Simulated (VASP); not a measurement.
# BaS: single point with PBE

The system is BaS.

```
CELL_PARAMETERS angstrom
0.00000 3.21690 3.21690
3.21690 0.00000 3.21690
3.21690 3.21690 0.00000
ATOMIC_POSITIONS crystal
Ba 0.00000 0.00000 0.00000
S 0.50000 0.50000 0.50000
```

* Program: VASP 6.6.1
* Task: single point
* Functional: PBE
* Potentials or basis: VASP PAW PBE potentials, release 64 (Ba_sv, S)
* Cutoff: 500 eV
* k mesh: 4 × 4 × 4
* Occupations: gaussian, width 0.15 eV
* Spin: no spin polarisation

| Property | Result |
| --- | --- |
| Pressure | 0.5 GPa |
| Band gap on the k mesh | 2.14 eV, indirect (least direct gap 2.29 eV) |

Levels at points of the mesh, in eV from the valence-band top:
| k point | band 6 | band 7 | band 8 | band 9 | band 10 | band 11 |
| --- | --- | --- | --- | --- | --- | --- |
| (0.00, 0.00, 0.00) | 0.00 | 0.00 | 0.00 | 3.49 | 3.86 | 3.86 |
| (0.50, 0.00, 0.00) | -1.89 | -1.05 | -1.05 | 5.46 | 5.62 | 6.22 |
| (0.50, 0.50, 0.00) | -0.55 | -0.15 | -0.15 | 2.14 | 5.87 | 5.89 |

It took 15 s on 1 thread of Intel(R) Xeon(R) Platinum 8375C CPU @ 2.90GHz (Ice Lake), on a shared host, peak memory 0.19 GiB.

Caveat: the k points lie up to 0.42 Å⁻¹ apart; spin-orbit coupling is left out, which moves the levels of the heavy elements. A k mesh can miss the band edges.
